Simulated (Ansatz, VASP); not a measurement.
**One calculation of KF, two programs**

INCAR

```
SYSTEM = KF
ALGO = Normal
EDIFF = 1E-6
ENCUT = 520
ISIF = 2
ISMEAR = 0
LASPH = .TRUE.
LCHARG = .FALSE.
LREAL = .FALSE.
LWAVE = .FALSE.
NBANDS = 15
NELM = 100
PREC = Accurate
SIGMA = 0.05
```

The input KPOINTS:

```
k-points
0
G
  8 8 8
  0 0 0
```

POSCAR

```
KF
1.0
    0.1360885837      2.5807936793      2.5807936793
    2.5807936793      0.1360885837      2.5807936793
    2.5807936793      2.5807936793      0.1360885837
K F
1 1
Direct
    0.0000000000      0.0000000000      0.0000000000
    0.5000000000      0.5000000000      0.5000000000
```

Input for Ansatz:

```yaml
crystal:
  lattice:
    - [0.1360885837, 2.5807936793, 2.5807936793]
    - [2.5807936793, 0.1360885837, 2.5807936793]
    - [2.5807936793, 2.5807936793, 0.1360885837]
  atoms:
    - { symbol: K, position: [0.0, 0.0, 0.0] }
    - { symbol: F, position: [0.5, 0.5, 0.5] }
basis:
  ecutwfc: 520.0
kpoints:
  mp_grid: { grid: [8, 8, 8] }
hamiltonian:
  xc: lda
scf:
  occupations: { method: gaussian, width: 0.05 }
output:
  forces: true
  stress: true
  eigenvalues: true
```

Alike in both runs: task single point; functional LDA; k mesh 8 × 8 × 8; occupations gaussian, width 0.05 eV; no spin polarisation.

|  | VASP | Ansatz |
| --- | --- | --- |
| version | VASP 6.6.1 | Ansatz 0.2.0 |
| potentials or method | VASP PAW LDA potentials, release 64 (K_sv, F), cutoff 520 eV | scalar-relativistic, plane waves, PAW |
| valence electrons in the cell | 16 | 16 |

|  | VASP | Ansatz | Ansatz less VASP |
| --- | --- | --- | --- |
| gap on the k mesh at the Fermi level (eV) | 6.79 | 6.81 | +0.020 |
| least direct gap on the mesh (eV) | 6.79 | 6.82 | +0.022 |
| pressure (GPa) | 4.6 | 4.2 | -0.41 |
| traceless stress, the component that is largest in VASP (GPa) | -0.70 | -0.73 | -0.026 |

LDA's correlation is that of Perdew and Zunger in VASP and of Perdew and Wang (1992) in Ansatz.
